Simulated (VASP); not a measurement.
Write the native input for VASP 6.6.1 that does the following.

| Item | Value |
| --- | --- |
| Task | single point |
| Functional | PBE |
| Potentials or basis | VASP PAW PBE potentials, release 64 (Yb) |
| Cutoff | 520 eV |
| k mesh | 10 × 10 × 10 |
| Occupations | fermi-dirac, width 0.1 eV |
| Spin | collinear spin, ferromagnetic start |
| Starting moments | [0.75] μB |
| Fixed moment | 0.75 μB |
| Hubbard terms | Yb f U = 5.2 eV |
| Dipole correction | no |
| Further INCAR settings | ALGO = Normal; EDIFF = 1e-06; NBANDS = 22 |

The structure of Yb lies in POSCAR:

```
Yb
1.0
    0.0000000000      2.7431000000      2.7431000000
    2.7431000000      0.0000000000      2.7431000000
    2.7431000000      2.7431000000      0.0000000000
Yb
1
Direct
    0.0000000000      0.0000000000      0.0000000000
```

The input as run:

INCAR

```
SYSTEM = Yb
PREC = Accurate
ENCUT = 520
EDIFF = 1E-6
ISMEAR = -1
SIGMA = 0.1
LREAL = .False.
LASPH = .True.
NELM = 150
ALGO = Normal
ISIF = 2
LWAVE = .False.
LCHARG = .False.
ISPIN = 2
MAGMOM = 0.75
LORBIT = 11
NUPDOWN = 0.75
LMAXMIX = 6
LDAU = .True.
LDAUTYPE = 2
LDAUL = 3
LDAUU = 5.2
LDAUJ = 0
LDAUPRINT = 1
GGA = PE
NBANDS = 22
```

KPOINTS

```
regular mesh
0
Gamma
  10 10 10
  0 0 0
```

Potentials or basis: VASP PAW PBE potentials, release 64 (Yb).

Launch:

```sh
$ cat potpaw_PBE.64/Yb/POTCAR > POTCAR
$ mpirun -np 1 vasp_std > vasp.out
```

It gave:

```yaml
Pressure: -0.1 GPa
Net_moment: 0.75 μB per cell
Site_moments: Yb +0.20 μB
Valence_electrons_inside_the_program's_atomic_spheres: Yb 22.19
```

Caveat: the total moment is fixed, so each spin has its own Fermi level and the state may be an excited one.

Wall time 5.8 min on 1 thread of Intel Xeon 8259CL (shared host), peak memory 0.25 GiB.
